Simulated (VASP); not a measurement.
## Be: single point with LDA

The system is Be.

```
Be
1.0
     0.00000    2.41316    2.41316
     2.41316    0.00000    2.41316
     2.41316    2.41316    0.00000
Be
2
Direct
  0.00000 0.00000 0.00000
  0.25000 0.25000 0.25000
```

This isn't the form of Be at room conditions, which is hcp.

```json
{"Program": "VASP 6.6.1", "Task": "single point", "Functional": "LDA", "Potentials or basis": "VASP PAW LDA potentials, release 64 (Be)", "Cutoff": "600 eV", "k mesh": "17 × 17 × 17", "Occupations": "fermi-dirac, width 0.1 eV", "Spin": "no spin polarisation", "Dipole correction": "no", "Further INCAR settings": "ALGO = Normal; EDIFF = 1e-06; NBANDS = 9"}
```

| Item | Value |
| --- | --- |
| Pressure | 0.1 GPa |
| Band gap on the k mesh | zero (bands 2 and 3 overlap by 6.32 eV) |

Levels at points of the mesh, in eV from the Fermi level:
```
           k point  band 1  band 2  band 3  band 4  band 5  band 6  band 7
(0.00, 0.00, 0.00)   -7.38    4.83    4.83    4.83    7.43    7.43    7.43
```

Wall time 36 s on 1 thread of AMD EPYC 7R13 Processor (Zen 3), with other jobs on the host, peak memory 0.13 GiB.
